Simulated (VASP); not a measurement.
Here is a VASP 6.6.1 calculation.

File INCAR:

```
SYSTEM = Au
  PREC = Accurate
  ENCUT = 520
  EDIFF = 1E-7
  ISMEAR = 0
  SIGMA = 0.1
  LREAL = .False.
  LASPH = .True.
  NELM = 100
  ALGO = Normal
  ISIF = 2
  LWAVE = .False.
  LCHARG = .False.
  GGA = PE
  NBANDS = 18
```

KPOINTS

```
regular mesh
0
Gamma
  6 6 6
  0 0 0
```

The input POSCAR:

```
Au
1.0
    2.4355364800      1.4061576400      1.7637338000
   -2.4355364800      1.4061576400      1.7637338000
    0.0000000000     -2.8123152900      1.7637338000
Au
2
Direct
    0.3092236700      0.3092236700      0.3092236700
    0.6907763300      0.6907763300      0.6907763300
```

Potentials or basis: VASP PAW PBE potentials, release 64 (Au).

The run is started by

```bash
$ cat potpaw_PBE.64/Au/POTCAR > POTCAR
$ mpirun -np 1 vasp_std > vasp.out
```

(1) What does it give for the pressure?

(2) Estimate the largest force.

(3) Estimate the band gap on the k mesh.

Results:

(1) 61.7 GPa.

(2) 21.139 eV/Å.

(3) zero (band 11 reaches 11.23 eV, above the bottom of band 12 at 7.76 eV).

Caveat: spin-orbit coupling is left out, which moves the levels of the heavy elements; forces of over 1 eV/Å act on the atoms, so gaps and moduli don't describe the material at rest.
